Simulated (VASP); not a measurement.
# MgS (R-3m) in VASP: further runs

MgS is run at these levels: PBE; tasks: single point.

All numbers are computed with VASP 6.6.1; they aren't measurements. Logs are shortened: lines on timing, memory, paths and dates and some standing lists are left out, and cuts for length are marked.

## Step 1: The cell of the first run

The structure is trigonal, space group R-3m (No. 166). The conventional cell has a = 4.362 Å, b = 4.362 Å, c = 6.411 Å, α = 90.00°, β = 90.00°, γ = 120.00°. Within 3.6 Å of Mg (site symmetry -3m) lie 8 S at 2.74 to 3.21 Å and 6 Mg at 3.30 Å. Within 3.6 Å of S (site symmetry -3m) lie 8 Mg at 2.74 to 3.21 Å and 6 S at 3.30 Å.

## Step 2: Single point, PBE

Input file INCAR:

```
SYSTEM = MgS
PREC = Accurate
ENCUT = 520
EDIFF = 1E-7
ISMEAR = 0
SIGMA = 0.05
LREAL = .False.
LASPH = .True.
NELM = 100
ALGO = Normal
ISIF = 2
LWAVE = .False.
LCHARG = .False.
GGA = PE
NBANDS = 11
```

Input file KPOINTS:

```
Automatic mesh
0
Gamma
  8 8 8
  0 0 0
```

Input file POSCAR:

```
MgS
1.0
   -0.8225592414      2.2620379138      2.2620379138
    2.2620379138     -0.8225592414      2.2620379138
    2.2620379138      2.2620379138     -0.8225592414
Mg S
1 1
Direct
    0.0000000000      0.0000000000      0.0000000000
    0.5000000000      0.5000000000      0.5000000000
```

Potentials or basis: VASP PAW PBE potentials, release 64 (Mg, S).

Command:

```console
$ cat potpaw_PBE.64/Mg/POTCAR potpaw_PBE.64/S/POTCAR > POTCAR
$ mpirun -np 1 vasp_std > vasp.out
```

OUTCAR:

```text
SYSTEM = MgS
   PREC = Accurate
   ENCUT = 520
   EDIFF = 1E-7
   ISMEAR = 0
   LREAL = .False.
   LASPH = .True.
   NELM = 100
   ISIF = 2
   GGA = PE

 ion  position               nearest neighbor table
   1  0.000  0.000  0.000-   2 2.74   2 2.74   2 2.74   2 2.74   2 2.74   2 2.74   2 3.21   2 3.21

   2  0.500  0.500  0.500-   1 2.74   1 2.74   1 2.74   1 2.74   1 2.74   1 2.74   1 3.21   1 3.21

  LATTYP: Found a trigonal (rhomboedric) cell.
 ALAT       =     3.3030644487
 COS(alpha) =     0.1279069767

  Lattice vectors:

 A1 = (  -0.8225592414,   2.2620379138,   2.2620379138)
 A2 = (   2.2620379138,  -0.8225592414,   2.2620379138)
 A3 = (   2.2620379138,   2.2620379138,  -0.8225592414)

Analysis of symmetry for initial positions (statically):
=====================================================================
 Subroutine PRICEL returns:
 Original cell was already a primitive cell.

 Routine SETGRP: Setting up the symmetry group for a
 trigonal (rhombohedral) supercell.

 Subroutine GETGRP returns: Found 12 space group operations
 (whereof 12 operations were pure point group operations)
 out of a pool of 12 trial point group operations.

The static configuration has the point symmetry D_3d.

Analysis of symmetry for dynamics (positions and initial velocities):
=====================================================================
 Subroutine PRICEL returns:
 Original cell was already a primitive cell.

 Routine SETGRP: Setting up the symmetry group for a
 trigonal (rhombohedral) supercell.

 Subroutine GETGRP returns: Found 12 space group operations
 (whereof 12 operations were pure point group operations)
 out of a pool of 12 trial point group operations.

The dynamic configuration has the point symmetry D_3d.

 Subroutine INISYM returns: Found 12 space group operations
 (whereof 12 operations are pure point group operations),
 and found     1 'primitive' translations

----------------------------------------------------------------------------------------

                                     Primitive cell

  volume of cell :      35.2190

  direct lattice vectors                    reciprocal lattice vectors
    -0.822559241  2.262037914  2.262037914    -0.126074450  0.198116992  0.198116992
     2.262037914 -0.822559241  2.262037914     0.198116992 -0.126074450  0.198116992
     2.262037914  2.262037914 -0.822559241     0.198116992  0.198116992 -0.126074450

  length of vectors
     3.303064449  3.303064449  3.303064449     0.307238429  0.307238429  0.307238429

  position of ions in fractional coordinates (direct lattice)
     0.000000000  0.000000000  0.000000000
     0.500000000  0.500000000  0.500000000

  ion indices of the primitive-cell ions
   primitive index   ion index
                 1           1
                 2           2

----------------------------------------------------------------------------------------

 KPOINTS: Automatic mesh

Automatic generation of k-mesh.
 Grid dimensions read from file:
 generate k-points for:    8    8    8

 Generating k-lattice:

  Cartesian coordinates                     Fractional coordinates (reciprocal lattice)
    -0.015759306  0.024764624  0.024764624     0.125000000  0.000000000  0.000000000
     0.024764624 -0.015759306  0.024764624     0.000000000  0.125000000  0.000000000
     0.024764624  0.024764624 -0.015759306     0.000000000  0.000000000  0.125000000

  Length of vectors
     0.038404804  0.038404804  0.038404804

  Shift w.r.t. Gamma in fractional coordinates (k-lattice)
     0.000000000  0.000000000  0.000000000

 Subroutine IBZKPT returns following result:
 ===========================================

 Found     65 irreducible k-points:

 Following reciprocal coordinates:
            Coordinates               Weight
  0.000000  0.000000  0.000000      1.000000
  0.125000  0.000000  0.000000      6.000000
  0.250000  0.000000  0.000000      6.000000
  0.375000  0.000000  0.000000      6.000000
  0.500000  0.000000  0.000000      3.000000
  0.125000  0.125000 -0.000000      6.000000
[... 16 lines left out ...]
  0.250000  0.125000  0.125000      6.000000
  0.375000  0.125000  0.125000      6.000000
 [... further k-points ...]
   k-points           NKPTS =     65   k-points in BZ     NKDIM =     65   number of bands    NBANDS=     11
   number of dos      NEDOS =    301   number of ions     NIONS =      2
   total plane-waves  NPLWV =  21952
   dimension x,y,z NGX =    28 NGY =   28 NGZ =   28
   dimension x,y,z NGXF=    56 NGYF=   56 NGZF=   56
   ions per type =               1   1
   NGX,Y,Z   is equivalent  to a cutoff of  14.09, 14.09, 14.09 a.u.
   NGXF,Y,Z  is equivalent  to a cutoff of  28.19, 28.19, 28.19 a.u.
 SYSTEM =  MgS
   PREC   = accura    normal or accurate (medium, high low for compatibility)
   ISTART =      0    job   : 0-new  1-cont  2-samecut
   ICHARG =      2    charge: 1-file 2-atom 10-const
   ISPIN  =      1    spin polarized calculation?
   LNONCOLLINEAR =      F non collinear calculations
   LSORBIT =      F    spin-orbit coupling
   LASPH  =      T    aspherical Exc in radial PAW
   ENCUT  =  520.0 eV  38.22 Ry    6.18 a.u.   6.14  6.14  6.14*2*pi/ulx,y,z
   NELM   =    100;   NELMIN=  2; NELMDL= -5     # of ELM steps
   EDIFF  = 0.1E-06   stopping-criterion for ELM
   LREAL  =      F    real-space projection
   EDIFFG = 0.1E-05   stopping-criterion for IOM
   NSW    =      0    number of steps for IOM
   IBRION =     -1    ionic relax: 0-MD 1-quasi-New 2-CG
   NFREE  =      0    steps in history (QN), initial steepest desc. (CG)
   ISIF   =      2    stress and relaxation
   ISYM   =      2    0-nonsym 1-usesym 2-fastsym
   POTIM  = 0.5000    time-step for ionic-motion
   TEBEG  =    0.0;   TEEND  =   0.0 temperature during run
   PSTRESS=    0.0 pullay stress
   NELECT =       8.0000    total number of electrons
   NUPDOWN=      -1.0000    fix difference up-down
   EMIN   =  10.00;   EMAX   =-10.00  energy-range for DOS
   EFERMI =   0.00;   METHOD = LEGACY
   ISMEAR =     0;   SIGMA  =   0.05  broadening in eV -4-tet -1-fermi 0-gaus
   EFERMI_NEDOS =   21; number of points for ismear=-14 and -15
   IALGO  =     38    algorithm
   IMIX   =      4    mixing-type and parameters
     AMIX     =   0.40;   BMIX     =  1.00
     AMIX_MAG =   1.60;   BMIX_MAG =  1.00
  volume/ion in A,a.u.               =      17.61       118.83
  Fermi-wavevector in a.u.,A,eV,Ry     =   0.998878  1.887606 13.575323  0.997758
  Thomas-Fermi vector in A             =   2.131131
   LORBIT       =      0    0 simple, 1 ext, 2 COOP (PROOUT), +10 PAW based schemes
   GGA     = PE    functional components
   LHFCALC =     F    Hartree Fock is set to
   AEXX    =    0.0000 exact exchange contribution
   IVDW    =     0    specifies the selected vdW correction
   LEPSILON=     F    determine dielectric tensor
   LRPA    =     F    only Hartree local field effects (RPA)
 non-spin polarized calculation
 Gauss-broadening in eV      SIGMA  =   0.05
  energy-cutoff  :      520.00
  volume of cell :       35.22
 maximum number of plane-waves:       962
 NGX is ok and might be reduce to    28

 number of electron       8.0000001 magnetization

 Free energy of the ion-electron system (eV)
  ---------------------------------------------------
  ext. energy  EPLUGINS =         0.00000000
  ---------------------------------------------------
  free energy    TOTEN  =        -7.41818627 eV

  energy without entropy =       -7.41793246  energy(sigma->0) =       -7.41805937

 E-fermi :   5.0859     XC(G=0):  -9.7711

 val. band max:        5.0579660875   @ k =   0.5000   0.5000  -0.0000
 cond. band min:       5.1129758089   @ k =   0.5000   0.5000  -0.0000
 fundamental gap:      0.0550097214
 Fermi energy:         5.0859013182

 k-point     1 :       0.0000    0.0000    0.0000
  band No.  band energies     occupation
      1      -8.6351      2.00000
      2       3.6479      2.00000
      3       3.6479      2.00000
      4       4.7253      2.00000
      5       6.2051      0.00000
      6       9.8685      0.00000
      7       9.8685      0.00000
      8      16.0933      0.00000
      9      16.8851      0.00000
     10      16.8851      0.00000
     11      17.9443      0.00000

 k-point     2 :       0.1250    0.0000    0.0000
  band No.  band energies     occupation
      1      -8.5014      2.00000
      2       2.5593      2.00000
      3       3.7167      2.00000
      4       4.5620      2.00000
      5       6.9833      0.00000
      6      10.0954      0.00000
      7      10.7049      0.00000
      8      15.2110      0.00000
      9      15.2829      0.00000
     10      17.5519      0.00000
     11      17.8129      0.00000

 k-point     3 :       0.2500    0.0000    0.0000
  band No.  band energies     occupation
      1      -8.1396      2.00000
      2       0.7279      2.00000
      3       3.8958      2.00000
      4       4.6656      2.00000
      5       7.8713      0.00000
      6      10.7364      0.00000
      7      11.7869      0.00000
      8      13.5465      0.00000
      9      15.0180      0.00000
     10      17.2625      0.00000
     11      18.2636      0.00000

 k-point     4 :       0.3750    0.0000    0.0000
  band No.  band energies     occupation
      1      -7.6985      2.00000
      2      -0.7119      2.00000
      3       4.0981      2.00000
      4       4.8416      2.00000
      5       8.5998      0.00000
      6      11.4143      0.00000
      7      11.7497      0.00000
      8      12.8561      0.00000
      9      14.4092      0.00000
     10      16.0839      0.00000
     11      18.2730      0.00000
[... 239 lines left out ...]
 k-point    22 :       0.1250    0.1250    0.1250
  band No.  band energies     occupation
      1      -8.3123      2.00000
      2       3.1626      2.00000
      3       3.1626      2.00000
      4       3.2900      2.00000
      5       8.0376      0.00000
      6      10.8715      0.00000
      7      10.8715      0.00000
      8      14.0207      0.00000
      9      14.1071      0.00000
     10      14.1071      0.00000
     11      20.1932      0.00000

 k-point    23 :       0.2500    0.1250    0.1250
  band No.  band energies     occupation
      1      -7.9953      2.00000
      2       1.3406      2.00000
      3       3.4772      2.00000
      4       3.7049      2.00000
      5       8.6479      0.00000
      6      10.8678      0.00000
      7      11.1024      0.00000
      8      12.6532      0.00000
      9      14.3450      0.00000
     10      14.9097      0.00000
     11      18.9685      0.00000

 k-point    24 :       0.3750    0.1250    0.1250
  band No.  band energies     occupation
      1      -7.5654      2.00000
      2      -0.2032      2.00000
      3       3.7202      2.00000
      4       4.0386      2.00000
      5       9.2897      0.00000
      6      10.3066      0.00000
      7      10.6620      0.00000
      8      12.5171      0.00000
      9      15.1014      0.00000
     10      16.1408      0.00000
     11      18.8984      0.00000

 [... further k-points ...]
[... 5 lines left out ...]
  --------------------------------------------------------------------------------------
  -------------------------------------------------------------------------------------
  Total        0.0777486      0.0777486      0.0777486      0.9495177      0.9495177      0.9495177
  in kB        3.5369301      3.5369301      3.5369301     43.1953521     43.1953521     43.1953521
  external PRESSURE =       3.5369301 kB  Pullay stress =       0.0000000 kB

 VOLUME and BASIS-vectors are now :
 -----------------------------------------------------------------------------
  energy-cutoff  :      520.00
  volume of cell :       35.22
      direct lattice vectors                 reciprocal lattice vectors
    -0.822559241  2.262037914  2.262037914    -0.126074450  0.198116992  0.198116992
     2.262037914 -0.822559241  2.262037914     0.198116992 -0.126074450  0.198116992
     2.262037914  2.262037914 -0.822559241     0.198116992  0.198116992 -0.126074450

 POSITION                                       TOTAL-FORCE (eV/Angst)
 -----------------------------------------------------------------------------------
      0.00000      0.00000      0.00000         0.000000     -0.000000      0.000000
      1.85076      1.85076      1.85076        -0.000000      0.000000     -0.000000
 -----------------------------------------------------------------------------------
    total drift:                                0.000000      0.000000      0.000000

  FREE ENERGIE OF THE ION-ELECTRON SYSTEM (eV)
  ---------------------------------------------------
  free  energy   TOTEN  =        -7.4181862728 eV

  energy  without entropy=       -7.4179324636  energy(sigma->0) =       -7.41805937
```

Wall time 21 s (1 thread of Intel Xeon 6975P-C, shared host); peak memory 0.17 GiB.

Results:

| Item | Value |
| --- | --- |
| Free energy | -7.4182 eV |
| Pressure | 0.4 GPa |
| Band gap on the k mesh | 0.06 eV, direct |

Levels at points of the mesh, in eV from the valence-band top:
```csv
k point,band 1,band 2,band 3,band 4,band 5,band 6,band 7,band 8,band 9
"(0.00, 0.00, 0.00)",-13.69,-1.41,-1.41,-0.33,1.15,4.81,4.81,11.04,11.83
"(0.50, 0.00, 0.00)",-12.54,-6.33,-0.87,-0.13,3.84,6.34,6.69,8.69,8.71
"(0.50, 0.50, 0.00)",-11.66,-4.99,-4.39,0.00,0.06,6.56,8.10,9.40,9.69
"(0.50, 0.50, 0.50)",-10.91,-4.03,-3.21,-3.21,1.32,2.57,2.57,5.91,14.45
```

## Step 3: Single point, PBE

This run uses another cell than the first one, of the same volume but with other edges.

Input file INCAR:

```
SYSTEM = MgS
PREC = Accurate
ENCUT = 520
EDIFF = 1E-7
ISMEAR = 0
SIGMA = 0.05
LREAL = .FALSE.
LASPH = .TRUE.
NELM = 100
ALGO = Normal
ISIF = 2
LWAVE = .FALSE.
LCHARG = .FALSE.
GGA = PE
NBANDS = 11
```

Input file KPOINTS:

```
regular mesh
0
G
  8 8 8
  0 0 0
```

Input file POSCAR:

```
MgS
1.0
   -0.2746476550      2.4718288950      2.4718288950
    2.4718288950     -0.2746476550      2.4718288950
    2.4718288950      2.4718288950     -0.2746476550
Mg S
1 1
Direct
    0.0000000000      0.0000000000      0.0000000000
    0.5000000000      0.5000000000      0.5000000000
```

Potentials or basis: VASP PAW PBE potentials, release 64 (Mg, S).

Command:

```console
$ cat potpaw_PBE.64/Mg/POTCAR potpaw_PBE.64/S/POTCAR > POTCAR
$ mpirun -np 1 vasp_std > vasp.out
```

Run time: 27 s. Hardware: 1 thread of Intel Xeon 6975P-C, shared host; peak memory 0.17 GiB.

Results (log left out):

| Item | Value |
| --- | --- |
| Free energy | -8.3176 eV |
| Pressure | 0.9 GPa |
| Band gap on the k mesh | 1.63 eV, indirect (least direct gap 2.54 eV) |

Stress tensor (GPa, compression positive):
```
0.86 4.74 4.74
4.74 0.86 4.74
4.74 4.74 0.86
```

Levels at points of the mesh, in eV from the valence-band top:
| k point | band 1 | band 2 | band 3 | band 4 | band 5 | band 6 | band 7 | band 8 |
| --- | --- | --- | --- | --- | --- | --- | --- | --- |
| (0.00, 0.00, 0.00) | -13.45 | -1.15 | -1.15 | 0.00 | 2.54 | 6.32 | 6.32 | 9.64 |
| (0.50, 0.00, 0.00) | -12.24 | -5.78 | -1.39 | -0.71 | 3.92 | 5.95 | 7.71 | 8.98 |
| (0.50, 0.50, 0.00) | -11.71 | -4.95 | -3.10 | -1.67 | 1.63 | 4.09 | 10.18 | 11.55 |
| (0.50, 0.50, 0.50) | -11.67 | -5.07 | -2.03 | -2.03 | 2.73 | 4.93 | 4.93 | 8.52 |

 A k mesh can miss the band edges.

## Step 4: Single point, PBE

This run uses another cell than the first one, of the same volume but with other edges.

Input file INCAR:

```
SYSTEM = MgS
PREC = Accurate
ENCUT = 520
EDIFF = 1E-6
ISMEAR = 0
SIGMA = 0.05
LREAL = .False.
LASPH = .True.
NELM = 80
ALGO = Normal
ISIF = 2
LWAVE = .False.
LCHARG = .True.
GGA = PE
LELF = .True.
LVHAR = .True.
NBANDS = 11
```

Input file KPOINTS:

```
regular mesh
0
Gamma
  8 8 8
  0 0 0
```

Input file POSCAR:

```
MgS
1.0
    0.3264328513      2.7746792358      2.7746792358
    2.7746792358      0.3264328513      2.7746792358
    2.7746792358      2.7746792358      0.3264328513
Mg S
1 1
Direct
    0.0000000000      0.0000000000      0.0000000000
    0.5000000000      0.5000000000      0.5000000000
```

Command:

```console
$ cat potpaw_PBE.64/Mg/POTCAR potpaw_PBE.64/S/POTCAR > POTCAR
$ mpirun -np 1 vasp_std > vasp.out
```

It took 31 s on 1 thread of Intel Xeon 6975P-C, shared host; peak memory 0.18 GiB.

It converged, with:

* Free energy: -8.1970 eV
* Pressure: 1.0 GPa
* Band gap on the k mesh: 1.64 eV, indirect (least direct gap 1.96 eV)

Stress tensor (GPa, compression positive):
```
 1.00 -8.08 -8.08
-8.08  1.00 -8.08
-8.08 -8.08  1.00
```

Levels at points of the mesh, in eV from the valence-band top:
```tsv
k point	band 2	band 3	band 4	band 5	band 6	band 7
(0.00, 0.00, 0.00)	-1.95	0.00	0.00	1.96	6.51	8.33
(0.50, 0.00, 0.00)	-5.34	-1.98	-0.94	2.95	5.63	6.61
(0.50, 0.50, 0.00)	-4.88	-3.03	-1.56	1.64	4.18	9.66
(0.50, 0.50, 0.50)	-6.14	-0.36	-0.36	5.21	7.67	7.67
```

## Step 5: Overview

```tsv
cell	gap on the mesh (eV)	pressure (GPa)
a = 3.303 Å, angles 82.7°, 2 atoms	0.06	0.4
a = 3.506 Å, angles 67.3°, 2 atoms	1.63	0.9
a = 3.938 Å, angles 52.2°, 2 atoms	1.64	1.0
```

Alike in all rows: task single point; level PBE; potentials or basis VASP PAW PBE potentials, release 64 (Mg, S); no spin polarisation; k mesh 8 × 8 × 8; cutoff (eV) 520; smearing gaussian 0.05 eV.

Total energies depend on the potentials used, so only differences within one code and one set of settings carry meaning.
